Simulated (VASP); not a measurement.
Wanted: the native input for a VASP 6.6.1 run.

| Quantity | Value |
| --- | --- |
| Task | relaxation of cell and atoms |
| Functional | PBE |
| Potentials or basis | VASP PAW PBE potentials, release 64 (Y_sv, Ti_sv, Se) |
| Cutoff | 600 eV |
| k mesh | 8 × 8 × 8 |
| Occupations | gaussian, width 0.1 eV |
| Spin | no spin polarisation |
| Dipole correction | no |
| Further INCAR settings | ALGO = Normal; EDIFF = 1e-06; IBRION = 2; EDIFFG = -0.01; NSW = 100; ISIF = 3 |

The structure of YTiSe3 lies in POSCAR:

```
YTiSe3
1.0
    4.9284301900      0.0000000000      0.0000000000
    0.0000000000      4.9284301900      0.0000000000
    0.0000000000      0.0000000000      4.9284301900
Y Ti Se
1 1 3
Direct
    0.5000000000      0.5000000000      0.5000000000
    0.0000000000      0.0000000000      0.0000000000
    0.5000000000      0.0000000000      0.0000000000
    0.0000000000      0.5000000000      0.0000000000
    0.0000000000      0.0000000000      0.5000000000
```

These files were run (other wordings do the same):

INCAR

```
PREC = Accurate
ENCUT = 600
EDIFF = 1E-6
ISMEAR = 0
SIGMA = 0.1
LREAL = F
LASPH = T
NELM = 100
ALGO = Normal
ISIF = 3
LWAVE = F
LCHARG = F
GGA = PE
IBRION = 2
NSW = 100
EDIFFG = -0.01
```

KPOINTS

```
Automatic mesh
0
Gamma
  8 8 8
```

Potentials or basis: VASP PAW PBE potentials, release 64 (Y_sv, Ti_sv, Se).

Launch:

```console
$ cat potpaw_PBE.64/Y_sv/POTCAR potpaw_PBE.64/Ti_sv/POTCAR potpaw_PBE.64/Se/POTCAR > POTCAR
$ mpirun -np 1 vasp_std > vasp.out
```

It gave:

The relaxed volume is 23.90 Å³/atom, the relaxed cell is a = 4.926 Å, b = 4.926 Å, c = 4.926 Å, α = 90.00°, β = 90.00°, γ = 90.00° and the space group after relaxing (to 0.05 Å) is Pm-3m (No. 221). The energy gained by relaxing is 0.0 meV/atom and the ionic steps are 2. The pressure after relaxing is 0.0 GPa.

It took 8.5 min on 1 thread of AMD EPYC 7R43 64-Core Processor (Zen 3) (shared host), peak memory 0.32 GiB.
